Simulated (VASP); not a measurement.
Runs of VASP 6.6.1 on Rh. The structure is that of space group P-3m1 (No. 164), or close to it. The cells are those of the table. 

| task | cell | k mesh | smearing | k mesh for the DOS | occupations for the DOS | gap on the mesh (eV) | largest force (eV/Å) |
| --- | --- | --- | --- | --- | --- | --- | --- |
| single point | a = 3.804, b = 3.804, c = 26.953 Å, angles 90.0, 90.0, 120.0°, 2 atoms | 6 × 6 × 1 | gaussian 0.1 eV | - | - | 0.37 | 0.02 |
| single point | a = 3.804, b = 3.804, c = 26.953 Å, angles 90.0, 90.0, 120.0°, 2 atoms | 12 × 12 × 1 | gaussian 0.02 eV | - | - | 0.37 | 0.02 |
| single point | a = 3.802, b = 3.802, c = 26.953 Å, angles 90.0, 90.0, 120.0°, 2 atoms | 12 × 12 × 1 | gaussian 0.02 eV | - | - | 0.37 | 0.03 |
| single point | a = 4.290, b = 4.290, c = 16.000 Å, angles 90.0, 90.0, 120.0°, 2 atoms | 6 × 6 × 1 | gaussian 0.1 eV | - | - | (a) | 2.99 |

Alike in all rows: level PBE; potentials or basis VASP PAW PBE potentials, release 64 (Rh_pv); no spin polarisation; cutoff (eV) 520.

Problem. Fill in the values left out.

Solution. (a) none.

A k mesh can miss the band edges, and the runs leave out spin-orbit coupling on Rh.
